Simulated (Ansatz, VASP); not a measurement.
**SrTlI3 in VASP and in Ansatz**

```
CELL_PARAMETERS angstrom
6.36064 0.00000 0.00000
0.00000 6.36064 0.00000
0.00000 0.00000 6.36064
ATOMIC_POSITIONS crystal
Tl 0.00000 0.00000 0.00000
Sr 0.50000 0.50000 0.50000
I 0.50000 0.50000 0.00000
I 0.50000 0.00000 0.50000
I 0.00000 0.50000 0.50000
```

Alike in both runs: task single point; functional PBE; k mesh 4 × 4 × 4; occupations fermi-dirac, width 0.02 eV; no spin polarisation.

|  | VASP | Ansatz |
| --- | --- | --- |
| version | VASP 6.6.1 | Ansatz 0.2.0 |
| potentials or method | VASP PAW PBE potentials, release 64 (Tl_d, Sr_sv, I) | plane waves, PAW |
| plane-wave cutoff (eV) | 520 | 420 |
| valence electrons in the cell | 44 | 74 |

Ansatz gave:

| Property | Result |
| --- | --- |
| gap on the k mesh at the Fermi level (eV) | 2.52 |
| pressure (GPa) | 0.3 |

Q: Estimate VASP's values.

A: gap on the k mesh at the Fermi level (eV): 2.52; pressure (GPa): 0.4.

VASP's potentials hold 44 valence electrons a cell and Ansatz's 74, so a difference there can come from the potentials and not from the codes.

Neither program's run includes spin-orbit coupling.
